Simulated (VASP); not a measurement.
Crystal: SrO.

```
CELL_PARAMETERS angstrom
0.00000 2.61663 2.61663
2.61663 0.00000 2.61663
2.61663 2.61663 0.00000
ATOMIC_POSITIONS crystal
Sr 0.50000 0.50000 0.50000
O 0.00000 0.00000 0.00000
```

This cell differs from its parent crystal: volume scaled by 1.06.

Base run:

| Item | Value |
| --- | --- |
| Program | VASP 6.6.1 |
| Functional | PBE |
| Potentials or basis | VASP PAW PBE potentials, release 64 (Sr_sv, O) |
| Cutoff | 520 eV |
| k mesh | 9 × 9 × 9 |
| Occupations | fermi-dirac, width 0.05 eV |
| Spin | no spin polarisation |

Its results: band gap on the k mesh 3.34 eV, indirect (least direct gap 3.47 eV); pressure -1.3 GPa.

Question: The run is repeated on the same cell with these changes: functional from PBE to PBEsol. What comes out?

Answer: Band gap on the k mesh 3.24 eV, indirect (least direct gap 3.37 eV); pressure -4.7 GPa.

PBEsol binds more tightly than PBE, so the same cell stands under less pressure.

Caveats: the PAW data sets were made with another functional, which shifts forces and pressure a little (some runs).

A k mesh can miss the band edges.
